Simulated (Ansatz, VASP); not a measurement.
## One calculation of BP, two programs

Contents of POSCAR:

```
BP
1.0
    0.0000000000      2.2683154741      2.2683154741
    2.2683154741      0.0000000000      2.2683154741
    2.2683154741      2.2683154741      0.0000000000
B P
1 1
Direct
    0.0000000000      0.0000000000      0.0000000000
    0.2500000000      0.2500000000      0.2500000000
```

The input INCAR.step1:

```
PREC = Accurate
ENCUT = 520
EDIFF = 1E-5
ISMEAR = 0
SIGMA = 0.01
LREAL = F
LASPH = T
NELM = 80
ALGO = Normal
ISIF = 2
LWAVE = T
LCHARG = F
NBANDS = 11
GGA = PE
```

INCAR.step2

```
PREC = Accurate
ENCUT = 520
EDIFF = 1E-6
ISMEAR = 0
SIGMA = 0.01
LREAL = F
LASPH = T
NELM = 80
ALGO = Normal
ISIF = 2
LWAVE = F
LCHARG = F
METAGGA = R2SCAN
LHFCALC = T
AEXX = 0.25
LMIXTAU = T
PRECFOCK = Normal
NBANDS = 11
ISTART = 1
```

The input KPOINTS:

```
Automatic mesh
0
Gamma
  6 6 6
```

Input for Ansatz:

```yaml
crystal:
  lattice:
    - [0.0, 2.2683154741, 2.2683154741]
    - [2.2683154741, 0.0, 2.2683154741]
    - [2.2683154741, 2.2683154741, 0.0]
  atoms:
    - { symbol: B, position: [0.0, 0.0, 0.0] }
    - { symbol: P, position: [0.25, 0.25, 0.25] }
kpoints:
  mp_grid: { grid: [6, 6, 6] }
  band_path:
    path:
      - [0.0, 0.0, 0.0]
      - [-0.5, -0.5, 0.0]
      - [-0.375, -0.375, 0.25]
      - [-0.375, 0.0, 0.375]
      - [0.0, 0.0, 0.5]
      - [-0.5, -0.25, 0.25]
      - [0.0, 0.414062, 0.414062]
    npoints: 1
hamiltonian:
  xc: r2scan0
scf:
  occupations: { method: fixed }
  n_extra_bands: 4
output:
  forces: true
  stress: true
  eigenvalues: true
```

Alike in both runs: task single point; functional r2SCAN0; k mesh 6 × 6 × 6; no spin polarisation.

```csv
,VASP,Ansatz
version,VASP 6.6.1,Ansatz 0.2.0
potentials or method,"VASP PAW PBE potentials, release 64 (B, P)","plane waves, PAW"
plane-wave cutoff (eV),520,500
occupations,"gaussian, width 0.01 eV",fixed
valence electrons in the cell,8,8
```

Ansatz gave:

```
gap on the k mesh at the Fermi level (eV) : 2.84
pressure (GPa)                            : -2.0
```

Task: Estimate VASP's values.

Result: gap on the k mesh at the Fermi level (eV): 2.89; pressure (GPa): -2.7.

VASP's potentials were made for PBE, not for r2SCAN0. Ansatz's warnings: stress exchange threshold loose, stress scf threshold loose.
